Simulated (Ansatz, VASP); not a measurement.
Cu: VASP beside Ansatz

```
CELL_PARAMETERS angstrom
0.00000 1.81458 1.81458
1.81458 0.00000 1.81458
1.81458 1.81458 0.00000
ATOMIC_POSITIONS crystal
Cu 0.00000 0.00000 0.00000
```

Alike in both runs: functional PBE; k mesh 15 × 15 × 15; occupations fermi-dirac, width 0.1 eV; no spin polarisation.

Ansatz relaxed the structure, and its values are those at the end. VASP's run is a single point on that final structure, the one shown.

|  | VASP | Ansatz |
| --- | --- | --- |
| version | VASP 6.6.1 | Ansatz 0.2.0 |
| potentials or method | VASP PAW PBE potentials, release 64 (Cu), cutoff 520 eV | plane waves (420 eV) with PAW, scalar-relativistic |
| valence electrons in the cell | 11 | 19 |

|  | VASP | Ansatz | Ansatz less VASP |
| --- | --- | --- | --- |
| pressure (GPa) | 0.6 | 0.0 | -0.57 |

VASP's potentials hold 11 valence electrons a cell and Ansatz's 19, so a difference there can come from the potentials and not from the codes.
